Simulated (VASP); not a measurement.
# Si (a cell with a defect) in VASP: single point with LDA

Aim: the single point of Si (a cell with a defect) with LDA.

All numbers are computed with VASP 6.6.1; they aren't measurements. Logs are shortened: lines on timing, memory, paths and dates and some standing lists are left out, and cuts for length are marked.

### Step 1. The cell of the first run

The cell holds a defect, 17 atoms: a = 7.679 Å, b = 7.679 Å, c = 7.679 Å, α = 60.00°, β = 60.00°, γ = 60.00°.

### Step 2. Single point, LDA

INCAR reads:

```
ALGO = Normal
EDIFF = 1E-6
ENCUT = 520
GGA = CA
ISIF = 2
ISMEAR = 0
LASPH = True
LCHARG = False
LREAL = Auto
LWAVE = False
NBANDS = 48
NELM = 100
PREC = Accurate
SIGMA = 0.05
```

KPOINTS reads:

```
k-points
0
Gamma
  2 2 2
```

POSCAR reads:

```
Si
1.0
    0.0000000000      5.4300000000      5.4300000000
    5.4300000000      0.0000000000      5.4300000000
    5.4300000000      5.4300000000      0.0000000000
Si
17
Direct
    0.0000151013      0.0000639042     -0.0000517495
    0.1245904236      0.1245022099      0.1247075506
    0.0031744015      0.0029637201      0.4969289134
    0.1246194291      0.1245441068      0.6261544199
    0.0029857274      0.4968663904      0.0033144567
    0.1244474217      0.6263575506      0.1246315838
    0.0030097606      0.4969077348      0.4968712707
    0.1305651013      0.6230604972      0.6232126151
    0.4969039595      0.0028317680      0.0033717311
    0.6262742173      0.1244209945      0.1246797422
    0.4969284530      0.0028730203      0.4969129834
    0.6232725599      0.1300718232      0.6233451197
    0.4967593002      0.4967808471      0.0032935543
    0.6228865562      0.6228057090      0.1313180479
    0.4998272560      0.4993558011      0.5005462247
    0.6229607735      0.6228963168      0.6231145488
    0.7498153775      0.7493544199      0.7505621547
```

Potentials or basis: VASP PAW LDA potentials, release 64 (Si).

Run with:

```sh
cat potpaw_LDA.64/Si/POTCAR > POTCAR
mpirun -np 1 vasp_std > vasp.out
```

OUTCAR:

```text
EDIFF = 1E-6
   ENCUT = 520
   GGA = CA
   ISIF = 2
   ISMEAR = 0
   LASPH = True
   LREAL = Auto
   NELM = 100
   PREC = Accurate

 ion  position               nearest neighbor table
   1  0.000  0.000  1.000-   6 2.34  10 2.34   2 2.34   4 2.34
   2  0.125  0.125  0.125-   3 2.33   9 2.33   5 2.33   1 2.34
   3  0.003  0.003  0.497-   2 2.33   4 2.33  12 2.38   8 2.38  17 2.75
   4  0.125  0.125  0.626-   3 2.33  11 2.33   7 2.33   1 2.34
   5  0.003  0.497  0.003-   6 2.33   2 2.33  14 2.38   8 2.38  17 2.75
   6  0.124  0.626  0.125-   7 2.33   5 2.33  13 2.33   1 2.34
   7  0.003  0.497  0.497-   6 2.33   4 2.33   8 2.38  16 2.38  17 2.75
   8  0.131  0.623  0.623-  15 2.32   3 2.38   7 2.38   5 2.38  17 2.39
   9  0.497  0.003  0.003-  10 2.33   2 2.33  12 2.38  14 2.38  17 2.75
  10  0.626  0.124  0.125-  11 2.33   9 2.33  13 2.33   1 2.34
  11  0.497  0.003  0.497-  10 2.33   4 2.33  12 2.38  16 2.38  17 2.75
  12  0.623  0.130  0.623-  15 2.32   3 2.38  11 2.38   9 2.38  17 2.39
  13  0.497  0.497  0.003-   6 2.33  10 2.33  14 2.38  16 2.38  17 2.75
  14  0.623  0.623  0.131-  15 2.32   9 2.38   5 2.38  13 2.38  17 2.39
  15  0.500  0.499  0.501-  14 2.32  16 2.32   8 2.32  12 2.32
  16  0.623  0.623  0.623-  15 2.32  11 2.38   7 2.38  13 2.38  17 2.39
  17  0.750  0.749  0.751-  12 2.39   8 2.39  14 2.39  16 2.39  13 2.75   5 2.75   7 2.75   9 2.75
                            11 2.75   3 2.75

  LATTYP: Found a face centered cubic cell.
 ALAT       =    10.8600000000

  Lattice vectors:

 A1 = (   0.0000000000,   5.4300000000,   5.4300000000)
 A2 = (   5.4300000000,   0.0000000000,   5.4300000000)
 A3 = (   5.4300000000,   5.4300000000,   0.0000000000)

Analysis of symmetry for initial positions (statically):
=====================================================================
 Subroutine PRICEL returns:
 Original cell was already a primitive cell.

 Routine SETGRP: Setting up the symmetry group for a
 face centered cubic supercell.

 Subroutine GETGRP returns: Found  1 space group operations
 (whereof  1 operations were pure point group operations)
 out of a pool of 48 trial point group operations.

The static configuration has the point symmetry C_1 .

Analysis of symmetry for dynamics (positions and initial velocities):
=====================================================================
 Subroutine PRICEL returns:
 Original cell was already a primitive cell.

 Routine SETGRP: Setting up the symmetry group for a
 face centered cubic supercell.

 Subroutine GETGRP returns: Found  1 space group operations
 (whereof  1 operations were pure point group operations)
 out of a pool of 48 trial point group operations.

The dynamic configuration has the point symmetry C_1 .

 Subroutine INISYM returns: Found  1 space group operations
 (whereof  1 operations are pure point group operations),
 and found     1 'primitive' translations

----------------------------------------------------------------------------------------

                                     Primitive cell

  volume of cell :     320.2060

  direct lattice vectors                    reciprocal lattice vectors
     0.000000000  5.430000000  5.430000000    -0.092081031  0.092081031  0.092081031
     5.430000000  0.000000000  5.430000000     0.092081031 -0.092081031  0.092081031
     5.430000000  5.430000000  0.000000000     0.092081031  0.092081031 -0.092081031

  length of vectors
     7.679179644  7.679179644  7.679179644     0.159489025  0.159489025  0.159489025

  position of ions in fractional coordinates (direct lattice)
     0.000015101  0.000063904  0.999948250
     0.124590424  0.124502210  0.124707551
     0.003174401  0.002963720  0.496928913
     0.124619429  0.124544107  0.626154420
     0.002985727  0.496866390  0.003314457
     0.124447422  0.626357551  0.124631584
[... 9 lines left out ...]
     0.622960773  0.622896317  0.623114549
     0.749815377  0.749354420  0.750562155

  ion indices of the primitive-cell ions
   primitive index   ion index
                 1           1
                 2           2
                 3           3
                 4           4
                 5           5
                 6           6
[... 9 lines left out ...]
                16          16
                17          17

----------------------------------------------------------------------------------------

 KPOINTS: k-points

Automatic generation of k-mesh.
 Grid dimensions read from file:
 generate k-points for:    2    2    2

 Generating k-lattice:

  Cartesian coordinates                     Fractional coordinates (reciprocal lattice)
    -0.046040516  0.046040516  0.046040516     0.500000000  0.000000000  0.000000000
     0.046040516 -0.046040516  0.046040516     0.000000000  0.500000000  0.000000000
     0.046040516  0.046040516 -0.046040516     0.000000000  0.000000000  0.500000000

  Length of vectors
     0.079744512  0.079744512  0.079744512

  Shift w.r.t. Gamma in fractional coordinates (k-lattice)
     0.000000000  0.000000000  0.000000000

 Subroutine IBZKPT returns following result:
 ===========================================

 Found      8 irreducible k-points:

 Following reciprocal coordinates:
            Coordinates               Weight
  0.000000  0.000000  0.000000      1.000000
  0.500000  0.000000  0.000000      1.000000
  0.000000  0.500000  0.000000      1.000000
  0.000000  0.000000  0.500000      1.000000
  0.500000  0.500000  0.500000      1.000000
  0.500000  0.500000  0.000000      1.000000
  0.000000  0.500000  0.500000      1.000000
  0.500000  0.000000  0.500000      1.000000
   k-points           NKPTS =      8   k-points in BZ     NKDIM =      8   number of bands    NBANDS=     48
   number of dos      NEDOS =    301   number of ions     NIONS =     17
   total plane-waves  NPLWV = 216000
   dimension x,y,z NGX =    60 NGY =   60 NGZ =   60
   dimension x,y,z NGXF=   120 NGYF=  120 NGZF=  120
   ions per type =              17
   NGX,Y,Z   is equivalent  to a cutoff of  12.99, 12.99, 12.99 a.u.
   NGXF,Y,Z  is equivalent  to a cutoff of  25.98, 25.98, 25.98 a.u.
 SYSTEM =  unknown system
   PREC   = accura    normal or accurate (medium, high low for compatibility)
   ISTART =      0    job   : 0-new  1-cont  2-samecut
   ICHARG =      2    charge: 1-file 2-atom 10-const
   ISPIN  =      1    spin polarized calculation?
   LNONCOLLINEAR =      F non collinear calculations
   LSORBIT =      F    spin-orbit coupling
   LASPH  =      T    aspherical Exc in radial PAW
   ENCUT  =  520.0 eV  38.22 Ry    6.18 a.u.  14.28 14.28 14.28*2*pi/ulx,y,z
   NELM   =    100;   NELMIN=  2; NELMDL= -5     # of ELM steps
   EDIFF  = 0.1E-05   stopping-criterion for ELM
   LREAL  =      T    real-space projection
   EDIFFG = 0.1E-04   stopping-criterion for IOM
   NSW    =      0    number of steps for IOM
   IBRION =     -1    ionic relax: 0-MD 1-quasi-New 2-CG
   NFREE  =      0    steps in history (QN), initial steepest desc. (CG)
   ISIF   =      2    stress and relaxation
   ISYM   =      2    0-nonsym 1-usesym 2-fastsym
   POTIM  = 0.5000    time-step for ionic-motion
   TEBEG  =    0.0;   TEEND  =   0.0 temperature during run
   PSTRESS=    0.0 pullay stress
   NELECT =      68.0000    total number of electrons
   NUPDOWN=      -1.0000    fix difference up-down
   EMIN   =  10.00;   EMAX   =-10.00  energy-range for DOS
   EFERMI =   0.00;   METHOD = LEGACY
   ISMEAR =     0;   SIGMA  =   0.05  broadening in eV -4-tet -1-fermi 0-gaus
   EFERMI_NEDOS =   21; number of points for ismear=-14 and -15
   IALGO  =     38    algorithm
   IMIX   =      4    mixing-type and parameters
     AMIX     =   0.40;   BMIX     =  1.00
     AMIX_MAG =   1.60;   BMIX_MAG =  1.00
  volume/ion in A,a.u.               =      18.84       127.11
  Fermi-wavevector in a.u.,A,eV,Ry     =   0.976715  1.845724 12.979587  0.953973
  Thomas-Fermi vector in A             =   2.107356
   LORBIT       =      0    0 simple, 1 ext, 2 COOP (PROOUT), +10 PAW based schemes
   GGA     = CA    functional components
   LHFCALC =     F    Hartree Fock is set to
   AEXX    =    0.0000 exact exchange contribution
   IVDW    =     0    specifies the selected vdW correction
   LEPSILON=     F    determine dielectric tensor
   LRPA    =     F    only Hartree local field effects (RPA)
 non-spin polarized calculation
 Gauss-broadening in eV      SIGMA  =   0.05
  energy-cutoff  :      520.00
  volume of cell :      320.21
 maximum number of plane-waves:      8646
 NGX is ok and might be reduce to    60
   NGX = 29   NGY = 29   NGZ = 29

 number of electron      68.0000001 magnetization

 Free energy of the ion-electron system (eV)
  ---------------------------------------------------
  ext. energy  EPLUGINS =         0.00000000
  ---------------------------------------------------
  free energy    TOTEN  =       -97.55816420 eV

  energy without entropy =      -97.54730019  energy(sigma->0) =      -97.55273219

 E-fermi :   6.7888     XC(G=0):  -9.8491

 val. band max:        6.5707138417   @ k =   0.0000   0.0000   0.0000
 cond. band min:       6.8066806748   @ k =   0.5000   0.5000   0.0000
 fundamental gap:      0.2359668332
 Fermi energy:         6.7887923695

 k-point     1 :       0.0000    0.0000    0.0000
  band No.  band energies     occupation
      1      -6.3634      2.00000
      2      -3.8187      2.00000
      3      -3.6721      2.00000
      4      -3.6716      2.00000
      5      -3.6713      2.00000
      6      -2.8409      2.00000
[... 38 lines left out ...]
     45       8.0071      0.00000
     46       8.9679      0.00000

 k-point     2 :       0.5000    0.0000    0.0000
  band No.  band energies     occupation
      1      -5.9639      2.00000
      2      -4.9983      2.00000
      3      -3.6125      2.00000
      4      -3.4743      2.00000
      5      -3.4723      2.00000
      6      -2.9918      2.00000
[... 38 lines left out ...]
     45       9.7202      0.00000
     46       9.8280      0.00000

 k-point     3 :       0.0000    0.5000    0.0000
  band No.  band energies     occupation
      1      -5.9642      2.00000
      2      -4.9978      2.00000
      3      -3.6124      2.00000
      4      -3.4742      2.00000
      5      -3.4729      2.00000
      6      -2.9921      2.00000
[... 38 lines left out ...]
     45       9.7202      0.00000
     46       9.8291      0.00000

 k-point     4 :       0.0000    0.0000    0.5000
  band No.  band energies     occupation
      1      -5.9635      2.00000
      2      -4.9993      2.00000
      3      -3.6127      2.00000
      4      -3.4734      2.00000
      5      -3.4723      2.00000
      6      -2.9914      2.00000
[... 38 lines left out ...]
     45       9.7197      0.00000
     46       9.8263      0.00000

 k-point     5 :       0.5000    0.5000    0.5000
  band No.  band energies     occupation
      1      -5.9637      2.00000
      2      -4.9989      2.00000
      3      -3.6126      2.00000
      4      -3.4739      2.00000
      5      -3.4722      2.00000
      6      -2.9916      2.00000
[... 38 lines left out ...]
     45       9.7199      0.00000
     46       9.8270      0.00000

 k-point     6 :       0.5000    0.5000    0.0000
  band No.  band energies     occupation
      1      -5.8318      2.00000
      2      -4.7646      2.00000
      3      -4.0369      2.00000
      4      -3.9244      2.00000
      5      -3.9239      2.00000
      6      -3.6646      2.00000
[... 38 lines left out ...]
     45      10.0163      0.00000
     46      10.0200      0.00000

 k-point     7 :       0.0000    0.5000    0.5000
  band No.  band energies     occupation
      1      -5.8318      2.00000
      2      -4.7647      2.00000
      3      -4.0370      2.00000
      4      -3.9241      2.00000
      5      -3.9240      2.00000
      6      -3.6646      2.00000
[... 38 lines left out ...]
     45      10.0178      0.00000
     46      10.0182      0.00000

 k-point     8 :       0.5000    0.0000    0.5000
  band No.  band energies     occupation
      1      -5.8318      2.00000
      2      -4.7647      2.00000
      3      -4.0369      2.00000
      4      -3.9242      2.00000
      5      -3.9239      2.00000
      6      -3.6646      2.00000
[... 38 lines left out ...]
     45      10.0172      0.00000
     46      10.0189      0.00000
 [bands above 46 left out]

------------------------ aborting loop because EDIFF is reached ----------------------------------------

  FORCE on cell =-STRESS in cart. coord.  units (eV):
  Direction    XX          YY          ZZ          XY          YZ          ZX
  --------------------------------------------------------------------------------------
  -------------------------------------------------------------------------------------
  Total        3.4850497      3.4849194      3.4830170     -0.0002650     -0.0003237     -0.0004549
  in kB       17.4377348     17.4370830     17.4275642     -0.0013259     -0.0016196     -0.0022762
  external PRESSURE =      17.4341274 kB  Pullay stress =       0.0000000 kB

 VOLUME and BASIS-vectors are now :
 -----------------------------------------------------------------------------
  energy-cutoff  :      520.00
  volume of cell :      320.21
      direct lattice vectors                 reciprocal lattice vectors
     0.000000000  5.430000000  5.430000000    -0.092081031  0.092081031  0.092081031
     5.430000000  0.000000000  5.430000000     0.092081031 -0.092081031  0.092081031
     5.430000000  5.430000000  0.000000000     0.092081031  0.092081031 -0.092081031

 POSITION                                       TOTAL-FORCE (eV/Angst)
 -----------------------------------------------------------------------------------
      5.43007      5.42980      0.00043         0.000188     -0.000476      0.000979
      1.35321      1.35369      1.35257        -0.010906     -0.014180     -0.005157
      2.71442      2.71556      0.03333         0.000781      0.001165     -0.011030
      4.07629      4.07670      1.35296         0.014246      0.010924     -0.007400
      2.71598      0.03421      2.71420        -0.003171     -0.006966     -0.003089
      4.07787      1.35250      4.07687         0.005213     -0.007406      0.010725
[... 9 lines left out ...]
      6.76584      6.76619      6.76500        -0.003904     -0.001572     -0.008618
      8.14455      8.14705      8.14049        -0.000573      0.000170     -0.000150
 -----------------------------------------------------------------------------------
    total drift:                               -0.000214     -0.001163      0.002257

  FREE ENERGIE OF THE ION-ELECTRON SYSTEM (eV)
  ---------------------------------------------------
  free  energy   TOTEN  =       -97.5581641994 eV

  energy  without entropy=      -97.5473001876  energy(sigma->0) =      -97.55273219
```

It took 98 s on 1 thread of Intel Xeon 6975P-C (Granite Rapids), shared host; peak memory 0.37 GiB.

What came out:

```yaml
Free_energy: -97.5582 eV
Pressure: 1.7 GPa
Largest_force: 0.021 eV/Å
Band_gap_on_the_k_mesh: zero (bands 34 and 35 overlap by 0.24 eV)
```

Forces in eV/Å, atoms in the order of the input:
```
Si   0.000  0.000  0.001
Si  -0.011 -0.014 -0.005
Si   0.001  0.001 -0.011
Si   0.014  0.011 -0.007
Si  -0.003 -0.007 -0.003
Si   0.005 -0.007  0.011
Si   0.007  0.004 -0.004
Si  -0.009  0.011  0.004
Si  -0.008 -0.002 -0.001
Si  -0.007  0.005  0.014
Si   0.002  0.009 -0.003
Si   0.014 -0.012  0.010
Si  -0.002  0.001  0.007
Si   0.001  0.003 -0.005
Si   0.000 -0.001  0.002
Si  -0.004 -0.002 -0.009
Si  -0.001  0.000  0.000
```

Caveat: the k points lie up to 0.50 Å⁻¹ apart.

The gap in the log of VASP goes by the Fermi energy; the results here count the filled bands.